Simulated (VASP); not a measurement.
# C: single point with PBEsol+D3(BJ)

The system is C.

```
C
1.0
     2.39066    0.00000    0.00000
    -1.19533    2.07037    0.00000
     0.00000    0.00000    6.39977
C
4
Direct
  0.00000 0.00000 0.00250
  0.00000 0.00000 0.50250
  0.33333 0.66667 0.00250
  0.66667 0.33333 0.50250
```

This cell differs from its parent crystal: volume 7.919 Å^3 an atom, c/a of the conventional cell 2.6770.

| Property | Result |
| --- | --- |
| Program | VASP 6.6.1 |
| Task | single point |
| Functional | PBEsol |
| Dispersion | D3(BJ) |
| Potentials or basis | VASP PAW PBE potentials, release 64 (C) |
| Cutoff | 520 eV |
| k mesh | 21 × 21 × 8 |
| Occupations | gaussian, width 0.15 eV |
| Spin | no spin polarisation |

```json
{
 "Pressure": "30.3 GPa",
 "Band gap on the k mesh": "zero (band 8 reaches 5.60 eV, above the bottom of band 9 at 5.55 eV)",
 "Dispersion energy per atom": "-0.113 eV"
}
```

Stress tensor (GPa, compression positive):
```
44.97  0.00  0.00
 0.00 44.97  0.00
 0.00  0.00  0.99
```

Levels at points of the mesh, in eV from the Fermi level:
```tsv
k point	band 6	band 7	band 8	band 9	band 10	band 11
(0.00, 0.00, 0.00)	-2.90	-2.88	-2.88	4.12	8.94	8.94
(0.00, 0.00, 0.50)	-2.89	-2.89	-2.89	7.18	7.18	8.98
```

Wall time 54 s on 1 thread of AMD EPYC 9R45 96-Core Processor (Zen 5) (shared host), peak memory 0.18 GiB.

Caveat: the PAW data sets were made with another functional, which shifts forces and pressure a little; pairwise dispersion overbinds metals, which lowers pressure and volume.
